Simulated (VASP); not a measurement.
A run of VASP 6.6.1 is set up as follows.

Contents of INCAR:

```
SYSTEM = ZnO
PREC = Accurate
ENCUT = 910
EDIFF = 1E-7
ISMEAR = 0
SIGMA = 0.1
LREAL = .False.
LASPH = .True.
NELM = 120
ALGO = Normal
ISIF = 3
LWAVE = .False.
LCHARG = .False.
GGA = PE
IBRION = 2
NSW = 90
EDIFFG = -0.04
GGA_COMPAT = .False.
NELMIN = 4
```

File KPOINTS:

```
Automatic mesh
0
Gamma
  6 6 6
  0 0 0
```

File POSCAR:

```
ZnO
1.0
    2.8490538000      0.0000000000      0.0000000000
   -1.4245269000      2.4673529700      0.0000000000
    0.0000000000      0.0000000000      3.4493416100
Zn O
1 1
Direct
    0.0000000000      0.0000000000      0.0000000000
    0.0000000000      0.0000000000      0.5000000000
```

Potentials or basis: VASP PAW PBE potentials, release 64 (Zn, O_h).

Run with:

```console
$ cat potpaw_PBE.64/Zn/POTCAR potpaw_PBE.64/O_h/POTCAR > POTCAR
$ mpirun -np 1 vasp_std > vasp.out
```

Question: What does it give for the relaxed cell?

Answer: a = 3.274 Å, b = 3.274 Å, c = 3.460 Å, α = 90.00°, β = 90.00°, γ = 120.00°.

Question: What does it give for the relaxed volume?

Answer: 16.06 Å³/atom.

The path:
```
step  energy change (eV)  largest force (eV/Å)  pressure (GPa)  volume (Å³)
   1              0.0000                0.0000           18.31        24.25
   2             -0.2912                0.0000           -3.11        29.43
   3             -0.2915                0.0000           -4.20        29.83
   4             -0.4677                0.0000           -0.36        32.00
   5             -0.4683                0.0000           -0.08        32.12
```

Caveat: the k points lie up to 0.37 Å⁻¹ apart in the final cell; the cutoff is under 1.25 times the usual one of these potentials, so pressure, stress and relaxed cells hold a basis-set (Pulay) error; the volume moved by over 15 % at a fixed basis, so the end points are rough.
